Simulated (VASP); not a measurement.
# C (P6_3/mmc) in VASP: a series of runs, part 2 of 2

VASP 6.6.1. Earlier steps stand in the parts before.

### Step 4. Single point, r2SCAN+rVV10

The COD entry that gives the cell may itself be a prediction, so a difference from it is no test against experiment.

This run uses another cell than the first one, of 5.45 Å³/atom, 0.906 times its volume.

File POSCAR:

```
C
1.0
    2.4880133891      0.0000000000      0.0000000000
   -1.2440066945      2.1546827999      0.0000000000
    0.0000000000      0.0000000000      8.1257741910
C
8
Direct
    0.6666666667      0.3333333333      0.8437500000
    0.3333333333      0.6666666667      0.3437500000
    0.6666666667      0.3333333333      0.6562500000
    0.3333333333      0.6666666667      0.1562500000
    0.0000000000      0.0000000000      0.9062500000
    0.0000000000      0.0000000000      0.4062500000
    0.0000000000      0.0000000000      0.5937500000
    0.0000000000      0.0000000000      0.0937500000
```

File INCAR.step1:

```
SYSTEM = C
  PREC = Accurate
  ENCUT = 520
  ISMEAR = -1
  SIGMA = 0.05
  LREAL = .FALSE.
  LASPH = .TRUE.
  NELM = 100
  NBANDS = 26
  GGA = PE
  ALGO = Normal
  EDIFF = 1E-4
  LWAVE = .TRUE.
  LCHARG = .FALSE.
```

File INCAR.step2:

```
SYSTEM = C
  PREC = Accurate
  ENCUT = 520
  EDIFF = 1E-7
  ISMEAR = -1
  SIGMA = 0.05
  LREAL = .FALSE.
  LASPH = .TRUE.
  NELM = 100
  ALGO = Normal
  ISIF = 2
  LWAVE = .FALSE.
  LCHARG = .FALSE.
  METAGGA = R2SCAN
  LMIXTAU = .TRUE.
  LUSE_VDW = .TRUE.
  IVDW_NL = 2
  BPARAM = 11.95
  CPARAM = 0.0093
  NBANDS = 26
  ISTART = 1
```

File KPOINTS:

```
regular mesh
0
G
  12 12 4
  0 0 0
```

Potentials or basis: VASP PAW PBE potentials, release 64 (C).

Command:

```
> cat potpaw_PBE.64/C/POTCAR > POTCAR
> cp INCAR.step1 INCAR
> mpirun -np 1 vasp_std > vasp.out
> cp INCAR.step2 INCAR
> mpirun -np 1 vasp_std > vasp.out
```

OUTCAR:

```text
SYSTEM = C
   PREC = Accurate
   ENCUT = 520
   EDIFF = 1E-7
   ISMEAR = -1
   LREAL = .FALSE.
   LASPH = .TRUE.
   NELM = 100
   ISIF = 2
   METAGGA = R2SCAN
   IVDW_NL = 2
   BPARAM = 11.95
   ISTART = 1

 ion  position               nearest neighbor table
   1  0.667  0.333  0.844-   3 1.52   5 1.52   5 1.52   5 1.52
   2  0.333  0.667  0.344-   4 1.52   6 1.52   6 1.52   6 1.52
   3  0.667  0.333  0.656-   1 1.52   7 1.52   7 1.52   7 1.52
[... 917 lines left out ...]
  Total        3.5590609      3.5590609      7.5543601      0.0000000     -0.0000000      0.0000000
  in kB      130.9016710    130.9016710    277.8481161      0.0000000     -0.0000000      0.0000000
  external PRESSURE =     179.8838194 kB  Pullay stress =       0.0000000 kB

 VOLUME and BASIS-vectors are now :
 -----------------------------------------------------------------------------
  energy-cutoff  :      520.00
  volume of cell :       43.56
      direct lattice vectors                 reciprocal lattice vectors
     2.488013389  0.000000000  0.000000000     0.401927097  0.232052718  0.000000000
    -1.244006694  2.154682800  0.000000000     0.000000000  0.464105436  0.000000000
     0.000000000  0.000000000  8.125774191     0.000000000  0.000000000  0.123065197

 POSITION                                       TOTAL-FORCE (eV/Angst)
 -----------------------------------------------------------------------------------
      1.24401      0.71823      6.85612         0.000000     -0.000000      0.354808
     -0.00000      1.43646      2.79323        -0.000000     -0.000000      0.354808
      1.24401      0.71823      5.33254         0.000000      0.000000     -0.354808
     -0.00000      1.43646      1.26965        -0.000000      0.000000     -0.354808
      0.00000      0.00000      7.36398         0.000000      0.000000      0.392242
      0.00000      0.00000      3.30110         0.000000      0.000000      0.392242
      0.00000      0.00000      4.82468        -0.000000      0.000000     -0.392242
      0.00000      0.00000      0.76179         0.000000     -0.000000     -0.392242
 -----------------------------------------------------------------------------------
    total drift:                               -0.000000      0.000000      0.000000

  FREE ENERGIE OF THE ION-ELECTRON SYSTEM (eV)
  ---------------------------------------------------
  free  energy   TOTEN  =       -78.1260979354 eV

  energy  without entropy=      -78.1260979353  energy(sigma->0) =      -78.12609794
```

OSZICAR.step1:

```text
N       E                     dE             d eps       ncg     rms          rms(c)
DAV:   1     0.655588970569E+02    0.65559E+02   -0.16568E+04  2964   0.120E+03
DAV:   2    -0.704597547792E+02   -0.13602E+03   -0.12790E+03  3922   0.233E+02
DAV:   3    -0.753534921070E+02   -0.48937E+01   -0.48578E+01  4024   0.388E+01
DAV:   4    -0.753935333469E+02   -0.40041E-01   -0.39991E-01  3800   0.393E+00
DAV:   5    -0.753941521597E+02   -0.61881E-03   -0.61850E-03  3958   0.455E-01    0.117E+01
DAV:   6    -0.732274066165E+02    0.21667E+01   -0.13835E+00  3382   0.639E+00    0.699E+00
DAV:   7    -0.725005563866E+02    0.72685E+00   -0.16720E+00  3508   0.726E+00    0.154E+00
DAV:   8    -0.725043034103E+02   -0.37470E-02   -0.39412E-02  3790   0.108E+00    0.774E-02
DAV:   9    -0.725044562099E+02   -0.15280E-03   -0.46041E-04  3854   0.140E-01    0.333E-02
DAV:  10    -0.725045330442E+02   -0.76834E-04   -0.66421E-05  2672   0.588E-02
   1 F= -.72504533E+02 E0= -.72504533E+02  d E =-.323549E-10
```

Wall time 2.2 min (1 thread of Intel Xeon 6975P-C (Granite Rapids), shared host); peak memory 0.28 GiB.

Results:

| Property | Result |
| --- | --- |
| Free energy | -78.1261 eV |
| Pressure | 18.0 GPa |
| Largest force | 0.392 eV/Å |
| Band gap on the k mesh | 4.69 eV, indirect (least direct gap 5.48 eV) |

Forces on the atoms (eV/Å):
```
C    0.000  0.000  0.355
C    0.000  0.000  0.355
C    0.000  0.000 -0.355
C    0.000  0.000 -0.355
C    0.000  0.000  0.392
C    0.000  0.000  0.392
C    0.000  0.000 -0.392
C    0.000  0.000 -0.392
```

Levels at points of the mesh, in eV from the valence-band top:
```tsv
k point	band 14	band 15	band 16	band 17	band 18	band 19
(0.00, 0.00, 0.00)	-0.25	0.00	0.00	5.48	5.48	6.07
(0.50, 0.00, 0.00)	-5.01	-4.08	-3.24	4.73	5.97	6.25
(0.00, 0.00, 0.50)	-0.76	-0.76	-0.76	6.36	6.36	6.36
(0.50, 0.00, 0.50)	-5.19	-4.04	-4.04	5.12	5.12	7.58
```

Caveat: the PAW data sets were made with another functional, which shifts forces and pressure a little.

### Step 5. Single point, r2SCAN+rVV10

This run uses another cell than the first one, of 5.56 Å³/atom, 0.925 times its volume.

Edit POSCAR of step 4 so:

```diff
@@ -2,5 +2,5 @@
 1.0
-    2.4880133891      0.0000000000      0.0000000000
-   -1.2440066945      2.1546827999      0.0000000000
-    0.0000000000      0.0000000000      8.1257741910
+    2.5051726443      0.0000000000      0.0000000000
+   -1.2525863222      2.1695431509      0.0000000000
+    0.0000000000      0.0000000000      8.1818157839
 C
```

File INCAR.step1:

```
PREC     = Accurate       # precision mode
ENCUT    = 520            # plane-wave cutoff, eV
ISMEAR   = -1             # smearing method
SIGMA    = 0.05           # smearing width, eV
LREAL    = False          # projectors in reciprocal space
LASPH    = True           # aspherical terms in the spheres
NELM     = 100            # most SCF steps
NBANDS   = 26             # bands
GGA      = PE             # functional
ALGO     = Normal         # electronic algorithm
EDIFF    = 1E-4           # SCF threshold, eV
LWAVE    = True           # write WAVECAR
LCHARG   = False          # write CHGCAR
```

File INCAR.step2:

```
PREC     = Accurate       # precision mode
ENCUT    = 520            # plane-wave cutoff, eV
EDIFF    = 1E-6           # SCF threshold, eV
ISMEAR   = -1             # smearing method
SIGMA    = 0.05           # smearing width, eV
LREAL    = False          # projectors in reciprocal space
LASPH    = True           # aspherical terms in the spheres
NELM     = 100            # most SCF steps
ALGO     = Normal         # electronic algorithm
ISIF     = 2              # what is computed and relaxed
LWAVE    = False          # write WAVECAR
LCHARG   = False          # write CHGCAR
METAGGA  = R2SCAN         # meta-GGA
LMIXTAU  = True         
LUSE_VDW = True         
IVDW_NL  = 2            
BPARAM   = 11.95        
CPARAM   = 0.0093       
NBANDS   = 26             # bands
ISTART   = 1
```

File KPOINTS:

```
regular mesh
0
Gamma
  12 12 4
```

Command:

```
> cat potpaw_PBE.64/C/POTCAR > POTCAR
> cp INCAR.step1 INCAR
> mpirun -np 1 vasp_std > vasp.out
> cp INCAR.step2 INCAR
> mpirun -np 1 vasp_std > vasp.out
```

Run time: 1.9 min. Hardware: 1 thread of Intel Xeon 6975P-C (Granite Rapids), shared host; peak memory 0.29 GiB.

It converged, with:

| Item | Value |
| --- | --- |
| Free energy | -78.2002 eV |
| Pressure | 7.6 GPa |
| Largest force | 0.377 eV/Å |
| Band gap on the k mesh | 4.64 eV, indirect (least direct gap 5.44 eV) |

Forces on the atoms (eV/Å):
```
C    0.000  0.000  0.343
C    0.000  0.000  0.343
C    0.000  0.000 -0.343
C    0.000  0.000 -0.343
C    0.000  0.000  0.377
C    0.000  0.000  0.377
C    0.000  0.000 -0.377
C    0.000  0.000 -0.377
```

Stress tensor (GPa, compression positive):
```
 2.99  0.00  0.00
 0.00  2.99  0.00
 0.00  0.00 16.92
```

Levels at points of the mesh, in eV from the valence-band top:
```tsv
k point	band 14	band 15	band 16	band 17	band 18	band 19
(0.00, 0.00, 0.00)	-0.24	0.00	0.00	5.44	5.44	6.01
(0.50, 0.00, 0.00)	-4.92	-4.00	-3.18	4.69	5.88	6.20
(0.00, 0.00, 0.50)	-0.74	-0.74	-0.74	6.30	6.30	6.30
(0.50, 0.00, 0.50)	-5.10	-3.96	-3.96	5.07	5.07	7.51
```

Caveat: the PAW data sets were made with another functional, which shifts forces and pressure a little. A k mesh can miss the band edges.

### Step 6. Single point, r2SCAN+rVV10

This run uses another cell than the first one, of 5.67 Å³/atom, 0.943 times its volume.

Edit POSCAR of step 5 so:

```diff
@@ -2,5 +2,5 @@
 1.0
-    2.5051726443      0.0000000000      0.0000000000
-   -1.2525863222      2.1695431509      0.0000000000
-    0.0000000000      0.0000000000      8.1818157839
+    2.5221000000      0.0000000000      0.0000000000
+   -1.2610500000      2.1842026709      0.0000000000
+    0.0000000000      0.0000000000      8.2371000000
 C
```

File INCAR.step1:

```
SYSTEM = C
ALGO = Normal
EDIFF = 1E-4
ENCUT = 520
GGA = PE
ISMEAR = -1
LASPH = .True.
LCHARG = .False.
LREAL = .False.
LWAVE = .True.
NBANDS = 26
NELM = 100
PREC = Accurate
SIGMA = 0.05
```

File INCAR.step2:

```
SYSTEM = C
ALGO = Normal
BPARAM = 11.95
CPARAM = 0.0093
EDIFF = 1E-6
ENCUT = 520
ISIF = 2
ISMEAR = -1
ISTART = 1
IVDW_NL = 2
LASPH = .True.
LCHARG = .False.
LMIXTAU = .True.
LREAL = .False.
LUSE_VDW = .True.
LWAVE = .False.
METAGGA = R2SCAN
NBANDS = 26
NELM = 100
PREC = Accurate
SIGMA = 0.05
```

File KPOINTS:

```
k-points
0
Gamma
  12 12 4
  0 0 0
```

Potentials or basis: VASP PAW PBE potentials, release 64 (C).

Command:

```
> cat potpaw_PBE.64/C/POTCAR > POTCAR
> cp INCAR.step1 INCAR
> mpirun -np 1 vasp_std > vasp.out
> cp INCAR.step2 INCAR
> mpirun -np 1 vasp_std > vasp.out
```

Run time: 1.9 min. Hardware: 1 thread of Intel Xeon 6975P-C (Granite Rapids), shared host; peak memory 0.29 GiB.

Results (log left out):

| Item | Value |
| --- | --- |
| Free energy | -78.2185 eV |
| Pressure | -1.8 GPa |
| Largest force | 0.363 eV/Å |
| Band gap on the k mesh | 4.58 eV, indirect (least direct gap 5.40 eV) |

Forces on the atoms (eV/Å):
```
C    0.000  0.000  0.332
C    0.000  0.000  0.332
C    0.000  0.000 -0.332
C    0.000  0.000 -0.332
C    0.000  0.000  0.363
C    0.000  0.000  0.363
C    0.000  0.000 -0.363
C    0.000  0.000 -0.363
```

Stress tensor (GPa, compression positive):
```
-6.19  0.00  0.00
 0.00 -6.19  0.00
 0.00  0.00  7.03
```

Levels at points of the mesh, in eV from the valence-band top:
| k point | band 13 | band 14 | band 15 | band 16 | band 17 | band 18 | band 19 | band 20 |
| --- | --- | --- | --- | --- | --- | --- | --- | --- |
| (0.00, 0.00, 0.00) | -1.85 | -0.24 | 0.00 | 0.00 | 5.40 | 5.40 | 5.95 | 7.33 |
| (0.50, 0.00, 0.00) | -5.30 | -4.84 | -3.92 | -3.12 | 4.64 | 5.79 | 6.14 | 6.28 |
| (0.00, 0.00, 0.50) | -0.72 | -0.72 | -0.72 | -0.72 | 6.24 | 6.24 | 6.24 | 6.24 |
| (0.50, 0.00, 0.50) | -5.00 | -5.00 | -3.89 | -3.89 | 5.01 | 5.01 | 7.44 | 7.44 |

Caveat: the PAW data sets were made with another functional, which shifts forces and pressure a little. A k mesh can miss the band edges.

### Step 7. Summary

| level | potentials or basis | cell | gap on the mesh (eV) | pressure (GPa) | largest force (eV/Å) |
| --- | --- | --- | --- | --- | --- |
| LDA | VASP PAW LDA potentials, release 64 (C) | a = 2.572, b = 2.572, c = 8.399 Å, angles 90.0, 90.0, 120.0°, 8 atoms | 4.22 | -33.3 | 0.30 |
| r2SCAN+rVV10 | VASP PAW PBE potentials, release 64 (C) | a = 2.471, b = 2.471, c = 8.069 Å, angles 90.0, 90.0, 120.0°, 8 atoms | 4.74 | 29.3 | 0.41 |
| r2SCAN+rVV10 | VASP PAW PBE potentials, release 64 (C) | a = 2.488, b = 2.488, c = 8.126 Å, angles 90.0, 90.0, 120.0°, 8 atoms | 4.69 | 18.0 | 0.39 |
| r2SCAN+rVV10 | VASP PAW PBE potentials, release 64 (C) | a = 2.505, b = 2.505, c = 8.182 Å, angles 90.0, 90.0, 120.0°, 8 atoms | 4.64 | 7.6 | 0.38 |
| r2SCAN+rVV10 | VASP PAW PBE potentials, release 64 (C) | a = 2.522, b = 2.522, c = 8.237 Å, angles 90.0, 90.0, 120.0°, 8 atoms | 4.58 | -1.8 | 0.36 |

Alike in all rows: task single point; no spin polarisation; k mesh 12 × 12 × 4; cutoff (eV) 520; smearing fermi-dirac 0.05 eV.

Caveats: the PAW data sets were made with another functional, which shifts forces and pressure a little (some runs).

Total energies depend on the potentials used, so only differences within one code and one set of settings carry meaning.
